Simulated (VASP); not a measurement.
Here is a VASP 6.6.1 calculation.

File INCAR:

```
SYSTEM = TiO2
PREC = Accurate
ENCUT = 600
EDIFF = 1E-6
ISMEAR = 0
SIGMA = 0.02
LREAL = .False.
LASPH = .True.
NELM = 80
ALGO = Normal
ISIF = 3
LWAVE = .False.
LCHARG = .False.
GGA = PE
IBRION = 2
NSW = 70
EDIFFG = -0.008
PSTRESS = -30.0
```

KPOINTS

```
Automatic mesh
0
Gamma
  10 10 10
  0 0 0
```

Contents of POSCAR:

```
TiO2
1.0
   -1.9176614357      1.9176614357      4.8949763944
    1.9176614357     -1.9176614357      4.8949763944
    1.9176614357      1.9176614357     -4.8949763944
Ti O
2 4
Direct
    0.0000000000      0.0000000000      0.0000000000
    0.7500000000      0.2500000000      0.5000000000
    0.9564814580      0.4564814580      0.5000000000
    0.2064814580      0.2064814580      0.0000000000
    0.5435185420      0.0435185420      0.5000000000
    0.7935185420      0.7935185420      0.0000000000
```

Potentials or basis: VASP PAW PBE potentials, release 64 (Ti_sv, O).

Run with:

```sh
$ cat potpaw_PBE.64/Ti_sv/POTCAR potpaw_PBE.64/O/POTCAR > POTCAR
$ mpirun -np 1 vasp_std > vasp.out
```

(1) Predict the space group after relaxing (to 0.1 Å).

(2) What does it give for the relaxed volume?

(3) Predict the band gap on the k mesh.

Results:

(1) I4_1/amd (No. 141).

(2) 11.90 Å³/atom.

(3) 2.11 eV (least direct gap 2.38 eV).

Caveat: the cell is relaxed towards a set pressure, so the run minimises the enthalpy, not the energy.
